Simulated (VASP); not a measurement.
A run of VASP 6.6.1 is set up as follows.

The input INCAR:

```
SYSTEM = Al
ALGO = Normal ; EDIFF = 1E-6
ENCUT = 500 ; GGA = PE
GGA_COMPAT = .False. ; ISIF = 2
ISMEAR = 0 ; LASPH = .True.
LCHARG = .False. ; LREAL = .False.
LWAVE = .False. ; NBANDS = 8
NELM = 120 ; PREC = Accurate
SIGMA = 0.1
```

KPOINTS

```
k-points
0
Gamma
  18 18 18
  0 0 0
```

POSCAR

```
Al
1.0
    0.0000000000      2.0406188750      2.0406188750
    2.0406188750      0.0000000000      2.0406188750
    2.0406188750      2.0406188750      0.0000000000
Al
1
Direct
    0.0000000000      0.0000000000      0.0000000000
```

Potentials or basis: VASP PAW PBE potentials, release 64 (Al).

The run is started by

```bash
$ cat potpaw_PBE.64/Al/POTCAR > POTCAR
$ mpirun -np 1 vasp_std > vasp.out
```

Task: What does it give for the pressure?

Result: -2.2 GPa.
